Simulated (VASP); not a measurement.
# Pt (Im-3m) in VASP: further runs

Pt is run at these levels: PBEsol; tasks: single point.

All numbers are computed with VASP 6.6.1; they aren't measurements. Logs are shortened: lines on timing, memory, paths and dates and some standing lists are left out, and cuts for length are marked.

### Step 1. The cell of the first run

Symmetry: Im-3m, No. 229, cubic system. Conventional cell: a = 3.104 Å, b = 3.104 Å, c = 3.104 Å, α = 90.00°, β = 90.00°, γ = 90.00°. Pt (site symmetry m-3m) has 14 Pt at 2.69 to 3.10 Å within 3.5 Å.

### Step 2. Single point, PBEsol

File INCAR:

```
ALGO = Normal ; EDIFF = 1E-7
ENCUT = 520 ; GGA = PS
ISIF = 2 ; ISMEAR = 0
LASPH = T ; LCHARG = T
LELF = T ; LREAL = F
LVHAR = T ; LWAVE = F
NBANDS = 11 ; NELM = 100
PREC = Accurate ; SIGMA = 0.1
```

File KPOINTS:

```
k-points
0
Gamma
  13 13 13
```

File POSCAR:

```
Pt
1.0
   -1.5518799051      1.5518799051      1.5518799051
    1.5518799051     -1.5518799051      1.5518799051
    1.5518799051      1.5518799051     -1.5518799051
Pt
1
Direct
    0.0000000000      0.0000000000      0.0000000000
```

Potentials or basis: VASP PAW PBE potentials, release 64 (Pt).

Launch:

```console
> cat potpaw_PBE.64/Pt/POTCAR > POTCAR
> mpirun -np 1 vasp_std > vasp.out
```

OUTCAR:

```text
EDIFF = 1E-7
   ENCUT = 520
   GGA = PS
   ISIF = 2
   ISMEAR = 0
   LASPH = T
   LREAL = F
   NELM = 100
   PREC = Accurate

 ion  position               nearest neighbor table
   1  0.000  0.000  0.000-

  LATTYP: Found a body centered cubic cell.
 ALAT       =     3.1037598102

  Lattice vectors:

 A1 = (  -1.5518799051,   1.5518799051,   1.5518799051)
 A2 = (   1.5518799051,  -1.5518799051,   1.5518799051)
 A3 = (   1.5518799051,   1.5518799051,  -1.5518799051)

Analysis of symmetry for initial positions (statically):
=====================================================================
 Subroutine PRICEL returns:
 Original cell was already a primitive cell.

 Routine SETGRP: Setting up the symmetry group for a
 body centered cubic supercell.

 Subroutine GETGRP returns: Found 48 space group operations
 (whereof 48 operations were pure point group operations)
 out of a pool of 48 trial point group operations.

The static configuration has the point symmetry O_h .

Analysis of symmetry for dynamics (positions and initial velocities):
=====================================================================
 Subroutine PRICEL returns:
 Original cell was already a primitive cell.

 Routine SETGRP: Setting up the symmetry group for a
 body centered cubic supercell.

 Subroutine GETGRP returns: Found 48 space group operations
 (whereof 48 operations were pure point group operations)
 out of a pool of 48 trial point group operations.

The dynamic configuration has the point symmetry O_h .

 Subroutine INISYM returns: Found 48 space group operations
 (whereof 48 operations are pure point group operations),
 and found     1 'primitive' translations

----------------------------------------------------------------------------------------

                                     Primitive cell

  volume of cell :      14.9498

  direct lattice vectors                    reciprocal lattice vectors
    -1.551879905  1.551879905  1.551879905     0.000000000  0.322189880  0.322189880
     1.551879905 -1.551879905  1.551879905     0.322189880  0.000000000  0.322189880
     1.551879905  1.551879905 -1.551879905     0.322189880  0.322189880  0.000000000

  length of vectors
     2.687934843  2.687934843  2.687934843     0.455645298  0.455645298  0.455645298

  position of ions in fractional coordinates (direct lattice)
     0.000000000  0.000000000  0.000000000

  ion indices of the primitive-cell ions
   primitive index   ion index
                 1           1

[... 72 lines left out ...]
   LREAL  =      F    real-space projection
   EDIFFG = 0.1E-05   stopping-criterion for IOM
   NSW    =      0    number of steps for IOM
   IBRION =     -1    ionic relax: 0-MD 1-quasi-New 2-CG
   NFREE  =      0    steps in history (QN), initial steepest desc. (CG)
   ISIF   =      2    stress and relaxation
   ISYM   =      2    0-nonsym 1-usesym 2-fastsym
   POTIM  = 0.5000    time-step for ionic-motion
   TEBEG  =    0.0;   TEEND  =   0.0 temperature during run
   PSTRESS=    0.0 pullay stress
   NELECT =      10.0000    total number of electrons
   NUPDOWN=      -1.0000    fix difference up-down
   EMIN   =  10.00;   EMAX   =-10.00  energy-range for DOS
   EFERMI =   0.00;   METHOD = LEGACY
   ISMEAR =     0;   SIGMA  =   0.10  broadening in eV -4-tet -1-fermi 0-gaus
   EFERMI_NEDOS =   21; number of points for ismear=-14 and -15
   IALGO  =     38    algorithm
   IMIX   =      4    mixing-type and parameters
     AMIX     =   0.40;   BMIX     =  1.00
     AMIX_MAG =   1.60;   BMIX_MAG =  1.00
  volume/ion in A,a.u.               =      14.95       100.89
  Fermi-wavevector in a.u.,A,eV,Ry     =   1.431737  2.705592 27.890204  2.049872
  Thomas-Fermi vector in A             =   2.551441
   LORBIT       =      0    0 simple, 1 ext, 2 COOP (PROOUT), +10 PAW based schemes
   GGA     = PS    functional components
   LHFCALC =     F    Hartree Fock is set to
   AEXX    =    0.0000 exact exchange contribution
   IVDW    =     0    specifies the selected vdW correction
   LEPSILON=     F    determine dielectric tensor
   LRPA    =     F    only Hartree local field effects (RPA)
 non-spin polarized calculation
 Gauss-broadening in eV      SIGMA  =   0.10
  energy-cutoff  :      520.00
  volume of cell :       14.95
 maximum number of plane-waves:       415
   NGX =  9   NGY =  9   NGZ =  9

 number of electron      10.0000000 magnetization

 Free energy of the ion-electron system (eV)
  ---------------------------------------------------
  ext. energy  EPLUGINS =         0.00000000
  ---------------------------------------------------
  free energy    TOTEN  =        -6.84296424 eV

  energy without entropy =       -6.83805121  energy(sigma->0) =       -6.84050772

 E-fermi :  11.0936     XC(G=0): -13.6737

 val. band max:       11.0887522604   @ k =  -0.3846  -0.4615   0.2308
 cond. band min:      11.1519541125   @ k =  -0.3846   0.3846   0.1538
 fundamental gap:      0.0632018521
 Fermi energy:        11.0935535230

 k-point     1 :       0.0000    0.0000    0.0000
  band No.  band energies     occupation
      1       0.8825      2.00000
      2       7.2282      2.00000
      3       7.2282      2.00000
      4       7.2282      2.00000
      5       9.9588      2.00000
      6       9.9588      2.00000
      7      28.0937      0.00000
      8      28.0937      0.00000
      9      28.0937      0.00000
     10      38.8139      0.00000
     11      38.8139      0.00000
[... 309 lines left out ...]
 k-point    24 :       0.2308    0.0769    0.0769
  band No.  band energies     occupation
      1       4.1296      2.00000
      2       6.0657      2.00000
      3       6.9088      2.00000
      4       9.7017      2.00000
      5      10.1375      2.00000
      6      11.2639      0.01601
      7      23.5274      0.00000
      8      26.0817      0.00000
      9      27.9222      0.00000
     10      32.0237      0.00000
     11      38.0743      0.00000

 [... further k-points ...]
[... 5 lines left out ...]
  --------------------------------------------------------------------------------------
  -------------------------------------------------------------------------------------
  Total        0.4215875      0.4215875      0.4215875     -0.0000000     -0.0000000      0.0000000
  in kB       45.1818444     45.1818444     45.1818444     -0.0000000     -0.0000000      0.0000000
  external PRESSURE =      45.1818444 kB  Pullay stress =       0.0000000 kB

 VOLUME and BASIS-vectors are now :
 -----------------------------------------------------------------------------
  energy-cutoff  :      520.00
  volume of cell :       14.95
      direct lattice vectors                 reciprocal lattice vectors
    -1.551879905  1.551879905  1.551879905     0.000000000  0.322189880  0.322189880
     1.551879905 -1.551879905  1.551879905     0.322189880  0.000000000  0.322189880
     1.551879905  1.551879905 -1.551879905     0.322189880  0.322189880  0.000000000

 POSITION                                       TOTAL-FORCE (eV/Angst)
 -----------------------------------------------------------------------------------
      0.00000      0.00000      0.00000         0.000000     -0.000000     -0.000000
 -----------------------------------------------------------------------------------
    total drift:                                0.000000     -0.000000      0.000000

  FREE ENERGIE OF THE ION-ELECTRON SYSTEM (eV)
  ---------------------------------------------------
  free  energy   TOTEN  =        -6.8429642355 eV

  energy  without entropy=       -6.8380512120  energy(sigma->0) =       -6.84050772
```

OSZICAR:

```text
N       E                     dE             d eps       ncg     rms          rms(c)
DAV:   1     0.401848962164E+02    0.40185E+02   -0.53984E+03  1875   0.847E+02
DAV:   2    -0.665936864099E+01   -0.46844E+02   -0.45120E+02  2112   0.178E+02
DAV:   3    -0.727093442945E+01   -0.61157E+00   -0.61103E+00  2166   0.195E+01
DAV:   4    -0.727331026580E+01   -0.23758E-02   -0.23756E-02  2127   0.144E+00
DAV:   5    -0.727332831589E+01   -0.18050E-04   -0.18049E-04  2181   0.115E-01    0.133E+01
DAV:   6    -0.689278149679E+01    0.38055E+00   -0.82775E-01  2001   0.716E+00    0.680E+00
DAV:   7    -0.684717427033E+01    0.45607E-01   -0.15615E-01  2103   0.303E+00    0.246E+00
DAV:   8    -0.684319970904E+01    0.39746E-02   -0.58943E-03  2025   0.710E-01    0.609E-01
DAV:   9    -0.684295995164E+01    0.23976E-03   -0.12529E-04  2112   0.107E-01    0.205E-02
DAV:  10    -0.684296408227E+01   -0.41306E-05   -0.21307E-06  2186   0.102E-02    0.308E-03
DAV:  11    -0.684296422066E+01   -0.13839E-06   -0.37703E-08  1873   0.175E-03    0.885E-04
DAV:  12    -0.684296423548E+01   -0.14823E-07   -0.22258E-09  1149   0.321E-04
   1 F= -.68429642E+01 E0= -.68405077E+01  d E =-.491302E-02
```

Run time: 8 s. Hardware: 1 thread of Intel Xeon Platinum 8375C at 2.90GHz (Ice Lake), shared host; peak memory 0.13 GiB.

Results:

- Free energy: -6.8430 eV
- Pressure: 4.5 GPa
- Band gap on the k mesh: zero (band 5 reaches 12.06 eV, above the bottom of band 6 at 9.79 eV)

Caveat: the PAW data sets were made with another functional, which shifts forces and pressure a little; spin-orbit coupling is left out, which moves the levels of the heavy elements.

### Step 3. Single point, PBEsol

This run uses another cell than the first one, of 15.27 Å³/atom, 1.021 times its volume.

File INCAR:

```
PREC = Accurate
ENCUT = 520
EDIFF = 1E-6
ISMEAR = 0
SIGMA = 0.1
LREAL = False
LASPH = True
NELM = 80
ALGO = Normal
ISIF = 2
LWAVE = False
LCHARG = True
GGA = PS
LELF = True
LVHAR = True
NBANDS = 11
```

File KPOINTS:

```
Automatic mesh
0
Gamma
  13 13 13
```

File POSCAR:

```
Pt
1.0
   -1.5628089970      1.5628089970      1.5628089970
    1.5628089970     -1.5628089970      1.5628089970
    1.5628089970      1.5628089970     -1.5628089970
Pt
1
Direct
    0.0000000000      0.0000000000      0.0000000000
```

Potentials or basis: VASP PAW PBE potentials, release 64 (Pt).

Launch:

```console
> cat potpaw_PBE.64/Pt/POTCAR > POTCAR
> mpirun -np 1 vasp_std > vasp.out
```

OUTCAR:

```text
PREC = Accurate
   ENCUT = 520
   EDIFF = 1E-6
   ISMEAR = 0
   LREAL = False
   LASPH = True
   NELM = 80
   ISIF = 2
   GGA = PS

 ion  position               nearest neighbor table
   1  0.000  0.000  0.000-

  LATTYP: Found a body centered cubic cell.
 ALAT       =     3.1256179940

  Lattice vectors:

 A1 = (  -1.5628089970,   1.5628089970,   1.5628089970)
 A2 = (   1.5628089970,  -1.5628089970,   1.5628089970)
 A3 = (   1.5628089970,   1.5628089970,  -1.5628089970)

Analysis of symmetry for initial positions (statically):
=====================================================================
 Subroutine PRICEL returns:
 Original cell was already a primitive cell.

 Routine SETGRP: Setting up the symmetry group for a
 body centered cubic supercell.

 Subroutine GETGRP returns: Found 48 space group operations
 (whereof 48 operations were pure point group operations)
 out of a pool of 48 trial point group operations.

The static configuration has the point symmetry O_h .

Analysis of symmetry for dynamics (positions and initial velocities):
=====================================================================
 Subroutine PRICEL returns:
 Original cell was already a primitive cell.

 Routine SETGRP: Setting up the symmetry group for a
 body centered cubic supercell.

 Subroutine GETGRP returns: Found 48 space group operations
 (whereof 48 operations were pure point group operations)
 out of a pool of 48 trial point group operations.

The dynamic configuration has the point symmetry O_h .

 Subroutine INISYM returns: Found 48 space group operations
 (whereof 48 operations are pure point group operations),
 and found     1 'primitive' translations

----------------------------------------------------------------------------------------

                                     Primitive cell

  volume of cell :      15.2678

[... 107 lines left out ...]
  volume/ion in A,a.u.               =      15.27       103.03
  Fermi-wavevector in a.u.,A,eV,Ry     =   1.421725  2.686671 27.501483  2.021302
  Thomas-Fermi vector in A             =   2.542504
   LORBIT       =      0    0 simple, 1 ext, 2 COOP (PROOUT), +10 PAW based schemes
   GGA     = PS    functional components
   LHFCALC =     F    Hartree Fock is set to
   AEXX    =    0.0000 exact exchange contribution
   IVDW    =     0    specifies the selected vdW correction
   LEPSILON=     F    determine dielectric tensor
   LRPA    =     F    only Hartree local field effects (RPA)
 non-spin polarized calculation
 Gauss-broadening in eV      SIGMA  =   0.10
  energy-cutoff  :      520.00
  volume of cell :       15.27
 maximum number of plane-waves:       422
   NGX =  9   NGY =  9   NGZ =  9

 number of electron      10.0000000 magnetization

 number of electron       9.9999997 magnetization

 Free energy of the ion-electron system (eV)
  ---------------------------------------------------
  ext. energy  EPLUGINS =         0.00000000
  ---------------------------------------------------
  free energy    TOTEN  =        -6.84605979 eV

  energy without entropy =       -6.84082998  energy(sigma->0) =       -6.84344489

 E-fermi :  10.6969     XC(G=0): -13.5493

 val. band max:       10.6916797192   @ k =  -0.3846  -0.4615   0.2308
 cond. band min:      10.7502804134   @ k =  -0.3846   0.3846   0.1538
 fundamental gap:      0.0586006942
 Fermi energy:        10.6969439473

 k-point     1 :       0.0000    0.0000    0.0000
  band No.  band energies     occupation
      1       0.7156      2.00000
      2       6.9555      2.00000
      3       6.9555      2.00000
      4       6.9555      2.00000
      5       9.6032      2.00000
      6       9.6032      2.00000
      7      27.7137      0.00000
      8      27.7137      0.00000
      9      27.7137      0.00000
     10      38.1583      0.00000
     11      38.1583      0.00000
[... 309 lines left out ...]
 k-point    24 :       0.2308    0.0769    0.0769
  band No.  band energies     occupation
      1       3.9180      2.00000
      2       5.8328      2.00000
      3       6.6483      2.00000
      4       9.3526      2.00000
      5       9.7728      2.00000
      6      10.8651      0.01742
      7      22.9335      0.00000
      8      25.6104      0.00000
      9      27.2967      0.00000
     10      31.5457      0.00000
     11      37.3889      0.00000

 [... further k-points ...]
[... 5 lines left out ...]
  --------------------------------------------------------------------------------------
  -------------------------------------------------------------------------------------
  Total       -0.1460325     -0.1460325     -0.1460325     -0.0000000     -0.0000000      0.0000000
  in kB      -15.3243600    -15.3243600    -15.3243600     -0.0000000     -0.0000000      0.0000000
  external PRESSURE =     -15.3243600 kB  Pullay stress =       0.0000000 kB

 VOLUME and BASIS-vectors are now :
 -----------------------------------------------------------------------------
  energy-cutoff  :      520.00
  volume of cell :       15.27
      direct lattice vectors                 reciprocal lattice vectors
    -1.562808997  1.562808997  1.562808997     0.000000000  0.319936730  0.319936730
     1.562808997 -1.562808997  1.562808997     0.319936730  0.000000000  0.319936730
     1.562808997  1.562808997 -1.562808997     0.319936730  0.319936730  0.000000000

 POSITION                                       TOTAL-FORCE (eV/Angst)
 -----------------------------------------------------------------------------------
      0.00000      0.00000      0.00000        -0.000000      0.000000      0.000000
 -----------------------------------------------------------------------------------
    total drift:                                0.000000     -0.000000      0.000000

  FREE ENERGIE OF THE ION-ELECTRON SYSTEM (eV)
  ---------------------------------------------------
  free  energy   TOTEN  =        -6.8460597919 eV

  energy  without entropy=       -6.8408299847  energy(sigma->0) =       -6.84344489
```

OSZICAR:

```text
N       E                     dE             d eps       ncg     rms          rms(c)
DAV:   1     0.398359164570E+02    0.39836E+02   -0.53591E+03  1872   0.845E+02
DAV:   2    -0.665220730225E+01   -0.46488E+02   -0.44806E+02  2091   0.178E+02
DAV:   3    -0.727922751812E+01   -0.62702E+00   -0.62507E+00  2148   0.197E+01
DAV:   4    -0.728156589218E+01   -0.23384E-02   -0.23382E-02  2138   0.142E+00
DAV:   5    -0.728158388327E+01   -0.17991E-04   -0.17990E-04  2184   0.115E-01    0.125E+01
DAV:   6    -0.689295503306E+01    0.38863E+00   -0.88040E-01  1968   0.732E+00    0.637E+00
DAV:   7    -0.685010742288E+01    0.42848E-01   -0.14817E-01  2124   0.293E+00    0.243E+00
DAV:   8    -0.684630267201E+01    0.38048E-02   -0.53414E-03  2033   0.672E-01    0.610E-01
DAV:   9    -0.684605568663E+01    0.24699E-03   -0.12952E-04  2079   0.107E-01    0.215E-02
DAV:  10    -0.684605964717E+01   -0.39605E-05   -0.21098E-06  2139   0.102E-02    0.385E-03
DAV:  11    -0.684605979187E+01   -0.14470E-06   -0.41759E-08  1149   0.186E-03
   1 F= -.68460598E+01 E0= -.68434449E+01  d E =-.522981E-02
```

stdout:

```text
POSCAR found type information on POSCAR Pt
 POSCAR found :  1 types and       1 ions
 scaLAPACK will be used
 -----------------------------------------------------------------------------
|                                                                             |
|                                                                             |
|     You enforced a specific xc type in the INCAR file but a different       |
|     I HOPE YOU KNOW WHAT YOU ARE DOING!                                     |
|                                                                             |
 -----------------------------------------------------------------------------

 LDA part: xc-table for (Slater+PW92), standard interpolation
 POSCAR, INCAR and KPOINTS ok, starting setup
 FFT: planning ... GRIDC
 FFT: planning ... GRID_SOFT
 FFT: planning ... GRID
 WAVECAR not read
 entering main loop
```

Run time: 7.5 s. Hardware: 1 thread of Intel Xeon Platinum 8375C at 2.90GHz (Ice Lake), shared host; peak memory 0.13 GiB.

What came out:

* Free energy: -6.8461 eV
* Pressure: -1.5 GPa
* Band gap on the k mesh: zero (band 5 reaches 11.62 eV, above the bottom of band 6 at 9.44 eV)

Levels at points of the mesh, in eV from the Fermi level:
```csv
k point,band 2,band 3,band 4,band 5,band 6,band 7,band 8,band 9
"(0.00, 0.00, 0.00)",-3.74,-3.74,-3.74,-1.09,-1.09,17.02,17.02,17.02
```

Caveat: the PAW data sets were made with another functional, which shifts forces and pressure a little; spin-orbit coupling is left out, which moves the levels of the heavy elements.

(Part 1 of 2 ends here.)
